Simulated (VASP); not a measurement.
A run of VASP 6.6.1:

Contents of INCAR:

```
PREC = Accurate ; ENCUT = 520
EDIFF = 1E-6 ; ISMEAR = 0
SIGMA = 0.01 ; LREAL = False
LASPH = True ; NELM = 100
ALGO = Normal ; ISIF = 2
LWAVE = False ; LCHARG = True
GGA = PE ; LELF = True
LVHAR = True ; NBANDS = 15
```

File KPOINTS:

```
regular mesh
0
Gamma
  4 4 4
```

The input POSCAR:

```
RbBr
1.0
    0.0000000000      3.4608320474      3.5954584140
    3.4608320474      0.0000000000      3.5954584140
    3.4608320474      3.4608320474      0.0000000000
Rb Br
1 1
Direct
    0.0000000000      0.0000000000      0.0000000000
    0.5000000000      0.5000000000      0.5000000000
```

Potentials or basis: VASP PAW PBE potentials, release 64 (Rb_sv, Br).

Command:

```console
$ cat potpaw_PBE.64/Rb_sv/POTCAR potpaw_PBE.64/Br/POTCAR > POTCAR
$ mpirun -np 1 vasp_std > vasp.out
```

Hardware: 1 thread of Intel(R) Xeon(R) Platinum 8375C CPU @ 2.90GHz (Ice Lake), with other jobs on the host.

How long does it take, and how much memory?

Run time: 19 s on 1 thread of Intel(R) Xeon(R) Platinum 8375C CPU @ 2.90GHz (Ice Lake), with other jobs on the host, peak memory 0.23 GiB. Counts: scf iterations 13, k points 13.
